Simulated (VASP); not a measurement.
# Cs7Sn8HBr24 (a cell with a defect) in VASP: single point with PBEsol

Aim: the single point of Cs7Sn8HBr24 (a cell with a defect) with PBEsol.

All numbers are computed with VASP 6.6.1; they aren't measurements. Logs are shortened: lines on timing, memory, paths and dates and some standing lists are left out, and cuts for length are marked.

## (1) The cell of the first run

The cell holds a defect, 40 atoms: a = 11.500 Å, b = 11.500 Å, c = 11.500 Å, α = 90.00°, β = 90.00°, γ = 90.00°.

## (2) Single point, PBEsol

INCAR reads:

```
SYSTEM = Cs7Sn8HBr24
PREC = Accurate
ENCUT = 520
EDIFF = 1E-6
ISMEAR = -1
SIGMA = 0.05
LREAL = Auto
LASPH = .TRUE.
NELM = 80
ALGO = Normal
ISIF = 2
LWAVE = .FALSE.
LCHARG = .TRUE.
GGA = PS
LELF = .TRUE.
LVHAR = .TRUE.
ISYM = 0
NBANDS = 198
```

KPOINTS reads:

```
Automatic mesh
0
Gamma
  1 1 1
  0.25 0.25 0.25
```

POSCAR reads:

```
Cs7Sn8HBr24
1.0
   11.5000000000      0.0000000000      0.0000000000
    0.0000000000     11.5000000000      0.0000000000
    0.0000000000      0.0000000000     11.5000000000
Cs Sn Br H
7 8 24 1
Direct
    0.9765480000      0.9971040000      0.9792610000
    0.9823240000      0.9905120000      0.5068070000
    0.9860810000      0.4863080000      0.9859920000
    0.9616620000      0.4982090000      0.5017700000
    0.5129680000      0.0035450000      0.9908580000
    0.5246980000      0.0049390000      0.4974170000
    0.5142720000      0.4898490000      0.9781830000
    0.2537840000      0.2389970000      0.2558230000
    0.2491500000      0.2434870000      0.7520950000
    0.2510740000      0.7654940000      0.2445020000
    0.2486770000      0.7411790000      0.7623750000
    0.7536000000      0.2494260000      0.2487790000
    0.7475820000      0.2455950000      0.7468780000
    0.7502850000      0.7491810000      0.2480950000
    0.7457480000      0.7444400000      0.7482660000
    0.2526070000      0.2908830000      0.9988200000
    0.2474830000      0.1746810000      0.4946880000
    0.2408370000      0.6883160000      0.0137700000
    0.2657980000      0.7890860000      0.5099090000
    0.7541410000      0.2430560000      0.9975850000
    0.7590740000      0.2381320000      0.4978090000
    0.7641170000      0.7496300000      0.9982610000
    0.7466920000      0.7540280000      0.4986320000
    0.0040800000      0.2800100000      0.2536670000
    0.9982420000      0.2364270000      0.7525650000
    0.0025710000      0.7378630000      0.2666910000
    0.9980210000      0.7523640000      0.7440510000
    0.5014830000      0.2130420000      0.2421960000
    0.4985530000      0.2387650000      0.7573520000
    0.4990170000      0.7864320000      0.2332380000
    0.4972880000      0.7461280000      0.7779590000
    0.2210070000      0.0101840000      0.1882340000
    0.2472610000      0.9925530000      0.7991200000
    0.2723730000      0.5247490000      0.3682770000
    0.2290940000      0.4946660000      0.7215900000
    0.7780250000      0.9993960000      0.2460000000
    0.7446690000      0.9952540000      0.7478740000
    0.7405130000      0.4996810000      0.2351510000
    0.7564550000      0.4950520000      0.7550220000
    0.2749390000      0.6323660000      0.4522770000
```

Potentials or basis: VASP PAW PBE potentials, release 64 (Cs_sv, Sn_d, Br, H).

On the command line:

```
$ cat potpaw_PBE.64/Cs_sv/POTCAR potpaw_PBE.64/Sn_d/POTCAR potpaw_PBE.64/Br/POTCAR potpaw_PBE.64/H/POTCAR > POTCAR
$ mpirun -np 1 vasp_std > vasp.out
```

OUTCAR:

```text
SYSTEM = Cs7Sn8HBr24
   PREC = Accurate
   ENCUT = 520
   EDIFF = 1E-6
   ISMEAR = -1
   LREAL = Auto
   LASPH = .TRUE.
   NELM = 80
   ISIF = 2
   GGA = PS
   ISYM = 0

 ion  position               nearest neighbor table
   1  0.977  0.997  0.979-
   2  0.982  0.991  0.507-
   3  0.986  0.486  0.986-
   4  0.962  0.498  0.502-
   5  0.513  0.004  0.991-
   6  0.525  0.005  0.497-
   7  0.514  0.490  0.978-
   8  0.254  0.239  0.256-  32 2.77  17 2.85  28 2.87  24 2.91  16 3.02
   9  0.249  0.243  0.752-  29 2.87  25 2.89  16 2.89  35 2.92  33 2.94  17 3.06
  10  0.251  0.765  0.245-  18 2.80  30 2.86  26 2.89  32 2.91  19 3.07  34 3.12
  11  0.249  0.741  0.762-  31 2.87  35 2.88  27 2.89  33 2.92  18 2.96  19 2.96
  12  0.754  0.249  0.249-  21 2.87  38 2.89  36 2.89  20 2.89  24 2.90  28 2.93
  13  0.748  0.246  0.747-  29 2.87  21 2.87  39 2.87  37 2.88  20 2.88  25 2.89
  14  0.750  0.749  0.248-  38 2.88  22 2.88  23 2.88  36 2.90  26 2.91  30 2.93
  15  0.746  0.744  0.748-  39 2.87  23 2.87  31 2.88  22 2.88  37 2.88  27 2.90
  16  0.253  0.291  0.999-   9 2.89   8 3.02
  17  0.247  0.175  0.495-   8 2.85   9 3.06
  18  0.241  0.688  0.014-  10 2.80  11 2.96
  19  0.266  0.789  0.510-  11 2.96  10 3.07
  20  0.754  0.243  0.998-  13 2.88  12 2.89
  21  0.759  0.238  0.498-  12 2.87  13 2.87
[... 16 lines left out ...]
  38  0.741  0.500  0.235-  14 2.88  12 2.89
  39  0.756  0.495  0.755-  15 2.87  13 2.87
  40  0.275  0.632  0.452-  34 1.57

IMPORTANT INFORMATION: All symmetrisations will be switched off!
NOSYMM: (Re-)initialisation of all symmetry stuff for point group C_1.

----------------------------------------------------------------------------------------

                                     Primitive cell

  volume of cell :    1520.8750

  direct lattice vectors                    reciprocal lattice vectors
    11.500000000  0.000000000  0.000000000     0.086956522  0.000000000  0.000000000
     0.000000000 11.500000000  0.000000000     0.000000000  0.086956522  0.000000000
     0.000000000  0.000000000 11.500000000     0.000000000  0.000000000  0.086956522

  length of vectors
    11.500000000 11.500000000 11.500000000     0.086956522  0.086956522  0.086956522

  position of ions in fractional coordinates (direct lattice)
     0.976548000  0.997104000  0.979261000
     0.982324000  0.990512000  0.506807000
     0.986081000  0.486308000  0.985992000
     0.961662000  0.498209000  0.501770000
     0.512968000  0.003545000  0.990858000
     0.524698000  0.004939000  0.497417000
[... 32 lines left out ...]
     0.756455000  0.495052000  0.755022000
     0.274939000  0.632366000  0.452277000

  ion indices of the primitive-cell ions
   primitive index   ion index
                 1           1
                 2           2
                 3           3
                 4           4
                 5           5
                 6           6
[... 32 lines left out ...]
                39          39
                40          40

----------------------------------------------------------------------------------------

 KPOINTS: Automatic mesh

Automatic generation of k-mesh.
 Grid dimensions read from file:
 generate k-points for:    1    1    1

 Generating k-lattice:

  Cartesian coordinates                     Fractional coordinates (reciprocal lattice)
     0.086956522  0.000000000  0.000000000     1.000000000  0.000000000  0.000000000
     0.000000000  0.086956522  0.000000000     0.000000000  1.000000000  0.000000000
     0.000000000  0.000000000  0.086956522     0.000000000  0.000000000  1.000000000

  Length of vectors
     0.086956522  0.086956522  0.086956522

  Shift w.r.t. Gamma in fractional coordinates (k-lattice)
     0.250000000  0.250000000  0.250000000

 Subroutine IBZKPT returns following result:
 ===========================================

 Found      4 irreducible k-points:

 Following reciprocal coordinates:
            Coordinates               Weight
  0.250000  0.250000  0.250000      2.000000
 -0.250000  0.250000  0.250000      2.000000
 -0.250000 -0.250000  0.250000      2.000000
  0.250000 -0.250000  0.250000      2.000000
   k-points           NKPTS =      4   k-points in BZ     NKDIM =      4   number of bands    NBANDS=    198
   number of dos      NEDOS =    301   number of ions     NIONS =     40
   total plane-waves  NPLWV = 729000
   dimension x,y,z NGX =    90 NGY =   90 NGZ =   90
   dimension x,y,z NGXF=   180 NGYF=  180 NGZF=  180
   ions per type =               7   8  24   1
   NGX,Y,Z   is equivalent  to a cutoff of  13.01, 13.01, 13.01 a.u.
   NGXF,Y,Z  is equivalent  to a cutoff of  26.02, 26.02, 26.02 a.u.
 SYSTEM =  Cs7Sn8HBr24
   PREC   = accura    normal or accurate (medium, high low for compatibility)
   ISTART =      0    job   : 0-new  1-cont  2-samecut
   ICHARG =      2    charge: 1-file 2-atom 10-const
   ISPIN  =      1    spin polarized calculation?
   LNONCOLLINEAR =      F non collinear calculations
   LSORBIT =      F    spin-orbit coupling
   LASPH  =      T    aspherical Exc in radial PAW
   ENCUT  =  520.0 eV  38.22 Ry    6.18 a.u.  21.38 21.38 21.38*2*pi/ulx,y,z
   NELM   =     80;   NELMIN=  2; NELMDL= -5     # of ELM steps
   EDIFF  = 0.1E-05   stopping-criterion for ELM
   LREAL  =      T    real-space projection
   EDIFFG = 0.1E-04   stopping-criterion for IOM
   NSW    =      0    number of steps for IOM
   IBRION =     -1    ionic relax: 0-MD 1-quasi-New 2-CG
   NFREE  =      0    steps in history (QN), initial steepest desc. (CG)
   ISIF   =      2    stress and relaxation
   ISYM   =      0    0-nonsym 1-usesym 2-fastsym
   POTIM  = 0.5000    time-step for ionic-motion
   TEBEG  =    0.0;   TEEND  =   0.0 temperature during run
   PSTRESS=    0.0 pullay stress
   NELECT =     344.0000    total number of electrons
   NUPDOWN=      -1.0000    fix difference up-down
   EMIN   =  10.00;   EMAX   =-10.00  energy-range for DOS
   EFERMI =   0.00;   METHOD = LEGACY
   ISMEAR =    -1;   SIGMA  =   0.05  broadening in eV -4-tet -1-fermi 0-gaus
   EFERMI_NEDOS =   21; number of points for ismear=-14 and -15
   IALGO  =     38    algorithm
   IMIX   =      4    mixing-type and parameters
     AMIX     =   0.40;   BMIX     =  1.00
     AMIX_MAG =   1.60;   BMIX_MAG =  1.00
  volume/ion in A,a.u.               =      38.02       256.58
  Fermi-wavevector in a.u.,A,eV,Ry     =   0.997462  1.884930 13.536857  0.994931
  Thomas-Fermi vector in A             =   2.129620
   LORBIT       =      0    0 simple, 1 ext, 2 COOP (PROOUT), +10 PAW based schemes
   GGA     = PS    functional components
   LHFCALC =     F    Hartree Fock is set to
   AEXX    =    0.0000 exact exchange contribution
   IVDW    =     0    specifies the selected vdW correction
   LEPSILON=     F    determine dielectric tensor
   LRPA    =     F    only Hartree local field effects (RPA)
 non-spin polarized calculation
  energy-cutoff  :      520.00
  volume of cell :     1520.88
 maximum number of plane-waves:     40987
 NGX is ok and might be reduce to    90
   NGX = 43   NGY = 43   NGZ = 43

 number of electron     343.9999997 magnetization

 Free energy of the ion-electron system (eV)
  ---------------------------------------------------
  ext. energy  EPLUGINS =         0.00000000
  ---------------------------------------------------
  free energy    TOTEN  =      -133.60110286 eV

  energy without entropy =     -133.60110286  energy(sigma->0) =     -133.60110286

 E-fermi :   1.9743     XC(G=0):  -7.8561

 val. band max:        0.9700045789   @ k =  -0.2500   0.2500   0.2500
 cond. band min:       2.9848449274   @ k =   0.2500   0.2500   0.2500
 fundamental gap:      2.0148403484
 Fermi energy:         1.9742968518

 k-point     1 :       0.2500    0.2500    0.2500
  band No.  band energies     occupation
      1     -20.2617      2.00000
      2     -20.2404      2.00000
      3     -20.2163      2.00000
      4     -20.2148      2.00000
      5     -20.1902      2.00000
      6     -20.1887      2.00000
[... 176 lines left out ...]
    183       4.0237      0.00000
    184       4.0621      0.00000

 k-point     2 :      -0.2500    0.2500    0.2500
  band No.  band energies     occupation
      1     -20.2617      2.00000
      2     -20.2404      2.00000
      3     -20.2163      2.00000
      4     -20.2148      2.00000
      5     -20.1902      2.00000
      6     -20.1887      2.00000
[... 176 lines left out ...]
    183       4.0259      0.00000
    184       4.0690      0.00000

 k-point     3 :      -0.2500   -0.2500    0.2500
  band No.  band energies     occupation
      1     -20.2617      2.00000
      2     -20.2404      2.00000
      3     -20.2163      2.00000
      4     -20.2148      2.00000
      5     -20.1902      2.00000
      6     -20.1887      2.00000
[... 176 lines left out ...]
    183       4.0315      0.00000
    184       4.0720      0.00000

 k-point     4 :       0.2500   -0.2500    0.2500
  band No.  band energies     occupation
      1     -20.2617      2.00000
      2     -20.2404      2.00000
      3     -20.2163      2.00000
      4     -20.2148      2.00000
      5     -20.1902      2.00000
      6     -20.1887      2.00000
[... 176 lines left out ...]
    183       4.0200      0.00000
    184       4.0733      0.00000
 [bands above 184 left out]

------------------------ aborting loop because EDIFF is reached ----------------------------------------

  FORCE on cell =-STRESS in cart. coord.  units (eV):
  Direction    XX          YY          ZZ          XY          YZ          ZX
  --------------------------------------------------------------------------------------
  -------------------------------------------------------------------------------------
  Total        0.0262412     -1.9172619     -1.4323898     -0.0153938     -0.5384352     -0.2872675
  in kB        0.0276440     -2.0197541     -1.5089619     -0.0162167     -0.5672187     -0.3026242
  external PRESSURE =      -1.1670240 kB  Pullay stress =       0.0000000 kB

 VOLUME and BASIS-vectors are now :
 -----------------------------------------------------------------------------
  energy-cutoff  :      520.00
  volume of cell :     1520.88
      direct lattice vectors                 reciprocal lattice vectors
    11.500000000  0.000000000  0.000000000     0.086956522  0.000000000  0.000000000
     0.000000000 11.500000000  0.000000000     0.000000000  0.086956522  0.000000000
     0.000000000  0.000000000 11.500000000     0.000000000  0.000000000  0.086956522

 POSITION                                       TOTAL-FORCE (eV/Angst)
 -----------------------------------------------------------------------------------
     11.23030     11.46670     11.26150         0.004699      0.002555      0.003290
     11.29673     11.39089      5.82828         0.003409     -0.000086     -0.002825
     11.33993      5.59254     11.33891        -0.003016      0.001322      0.001812
     11.05911      5.72940      5.77036         0.003207     -0.000073      0.000597
      5.89913      0.04077     11.39487        -0.003997      0.002041      0.001578
      6.03403      0.05680      5.72030        -0.004136     -0.006158     -0.005005
[... 32 lines left out ...]
      8.69923      5.69310      8.68275        -0.001494      0.001525      0.000877
      3.16180      7.27221      5.20119         0.003587      0.016977     -0.007600
 -----------------------------------------------------------------------------------
    total drift:                                0.035957      0.031009      0.031409

  FREE ENERGIE OF THE ION-ELECTRON SYSTEM (eV)
  ---------------------------------------------------
  free  energy   TOTEN  =      -133.6011028646 eV

  energy  without entropy=     -133.6011028584  energy(sigma->0) =     -133.60110286
```

Run time: 42 min. Hardware: 1 thread of Intel Xeon Platinum 8259CL at 2.50GHz (Skylake/Cascade Lake), shared host; peak memory 1.8 GiB.

What came out:

- Free energy: -133.6011 eV
- Pressure: -0.1 GPa
- Largest force: 0.044 eV/Å
- Band gap on the k mesh: 2.01 eV

Forces in eV/Å, atoms in the order of the input:
```
Cs   0.005  0.003  0.003
Cs   0.003  0.000 -0.003
Cs  -0.003  0.001  0.002
Cs   0.003  0.000  0.001
Cs  -0.004  0.002  0.002
Cs  -0.004 -0.006 -0.005
Cs   0.006 -0.006  0.002
Sn   0.007  0.014  0.024
Sn  -0.001  0.001  0.023
Sn  -0.004  0.014 -0.017
Sn   0.005  0.000  0.001
Sn  -0.013  0.002 -0.015
Sn  -0.003  0.012  0.006
Sn   0.003 -0.013  0.006
Sn   0.009 -0.009  0.018
Br   0.002 -0.005 -0.008
Br  -0.005  0.004 -0.031
Br   0.004 -0.004 -0.014
Br  -0.002 -0.017  0.041
Br  -0.007  0.007  0.011
Br  -0.005 -0.002  0.004
Br  -0.003 -0.002 -0.003
Br  -0.016  0.013  0.000
Br   0.011 -0.014 -0.010
Br   0.002 -0.003 -0.017
Br  -0.003 -0.012 -0.003
Br  -0.012  0.008 -0.004
Br  -0.009  0.003  0.000
Br  -0.001  0.004 -0.002
Br   0.007  0.013  0.002
Br   0.012  0.001 -0.009
Br   0.014 -0.010  0.022
Br  -0.003  0.012  0.002
Br   0.002 -0.008 -0.013
Br   0.004 -0.017  0.007
Br  -0.001  0.018 -0.009
Br  -0.005 -0.010 -0.007
Br  -0.001 -0.012 -0.002
Br  -0.001  0.002  0.001
H    0.004  0.017 -0.008
```

Stress tensor (GPa, compression positive):
```
 0.00  0.00 -0.03
 0.00 -0.20 -0.06
-0.03 -0.06 -0.15
```

Levels at points of the mesh, in eV from the valence-band top:
```
           k point  band 168  band 169  band 170  band 171  band 172  band 173  band 174  band 175  band 176  band 177
(0.25, 0.25, 0.25)     -0.95     -0.62     -0.46     -0.43     -0.03      2.01      2.31      2.41      2.55      2.64
```

Caveat: the k points lie up to 0.55 Å⁻¹ apart; the PAW data sets were made with another functional, which shifts forces and pressure a little; spin-orbit coupling is left out, which moves the levels of the heavy elements.
